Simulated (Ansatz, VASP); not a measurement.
One calculation of Ta, two programs

INCAR

```
SYSTEM = Ta
ALGO     = Normal         ! electronic algorithm
EDIFF    = 1E-8           ! SCF threshold, eV
ENCUT    = 520            ! plane-wave cutoff, eV
GGA      = PS             ! functional
ISIF     = 2              ! what is computed and relaxed
ISMEAR   = -1             ! smearing method
LASPH    = .TRUE.         ! aspherical terms in the spheres
LCHARG   = .FALSE.        ! write CHGCAR
LEFG     = .TRUE.       
LREAL    = .FALSE.        ! projectors in reciprocal space
LWAVE    = .FALSE.        ! write WAVECAR
NBANDS   = 12             ! bands
NELM     = 80             ! most SCF steps
PREC     = Accurate       ! precision mode
SIGMA    = 0.05           ! smearing width, eV
```

KPOINTS

```
k-points
0
G
  15 15 15
  0 0 0
```

POSCAR

```
Ta
1.0
   -1.6843056000      1.6512800000      1.6512800000
    1.6512800000     -1.6843056000      1.6512800000
    1.6512800000      1.6512800000     -1.6843056000
Ta
1
Direct
    0.0000000000      0.0000000000      0.0000000000
```

Input for Ansatz:

```yaml
crystal:
  lattice:
    - [-1.6843056, 1.65128, 1.65128]
    - [1.65128, -1.6843056, 1.65128]
    - [1.65128, 1.65128, -1.6843056]
  atoms:
    - { symbol: Ta, position: [0.0, 0.0, 0.0] }
kpoints:
  mp_grid: { grid: [15, 15, 15] }
scf:
  occupations: { method: fermi_dirac, width: 0.05 }
hamiltonian:
  xc: pbesol
  pseudopotentials: { kind: all_electron, datasets: crystal }
output:
  forces: true
  stress: true
  eigenvalues: true
  efg: { contact_densities: true }
```

Change from the starting cell: equal xy, yz and zx shear strains of -2 %, crystal datasets.

Alike in both runs: task electric field gradients; functional PBEsol; k mesh 15 × 15 × 15; occupations fermi-dirac, width 0.05 eV; no spin polarisation.

|  | VASP | Ansatz |
| --- | --- | --- |
| version | VASP 6.6.1 | Ansatz 0.2.0 |
| potentials or method | VASP PAW PBE potentials, release 64 (Ta_pv), cutoff 520 eV | all-electron PAW with datasets made for the crystal, scalar-relativistic |

```csv
,VASP,Ansatz,Ansatz less VASP
pressure (GPa),-3.6,-3.9,-0.24
"traceless stress, the component that is largest in VASP (GPa)",1.36,1.34,-0.022
size of Vzz on the site where it differs most (V/Å²),41.6,32.6,-8.94
```

VASP's potentials were made for PBE, not for PBEsol. Ansatz ran all-electron here, and VASP with PAW potentials.

Spin-orbit coupling is off throughout.
